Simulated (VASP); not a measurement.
Wanted: the native input for a VASP 6.6.1 run.

- Task: single point
- Functional: LDA
- Potentials or basis: VASP PAW LDA potentials, release 64 (Ir)
- Cutoff: 500 eV
- k mesh: 18 × 18 × 10
- Occupations: gaussian, width 0.15 eV
- Spin: no spin polarisation
- Dipole correction: no
- Further INCAR settings: ALGO = Normal; EDIFF = 1e-06; NBANDS = 16

The structure of Ir lies in POSCAR:

```
Ir
1.0
    2.6512000000      0.0000000000      0.0000000000
   -1.3256000000      2.2960065505      0.0000000000
    0.0000000000      0.0000000000      4.2693000000
Ir
2
Direct
    0.6666666667      0.3333333333      0.7500000000
    0.3333333333      0.6666666667      0.2500000000
```

The input as run:

INCAR

```
ALGO = Normal
EDIFF = 1E-6
ENCUT = 500
GGA = CA
GGA_COMPAT = F
ISIF = 2
ISMEAR = 0
LASPH = T
LCHARG = T
LELF = T
LREAL = F
LVHAR = T
LWAVE = F
NBANDS = 16
NELM = 120
PREC = Accurate
SIGMA = 0.15
```

KPOINTS

```
k-points
0
Gamma
  18 18 10
```

Potentials or basis: VASP PAW LDA potentials, release 64 (Ir).

Command:

```bash
$ cat potpaw_LDA.64/Ir/POTCAR > POTCAR
$ mpirun -np 1 vasp_std > vasp.out
```

Results of the run:

```yaml
Pressure: 35.7 GPa
Band_gap_on_the_k_mesh: zero (band 9 reaches 13.22 eV, above the bottom of band 10 at 9.30 eV)
```

Caveat: spin-orbit coupling is left out, which moves the levels of the heavy elements.

It took 29 s on 1 thread of Intel(R) Xeon(R) 6975P-C (Granite Rapids) (shared host), peak memory 0.19 GiB.
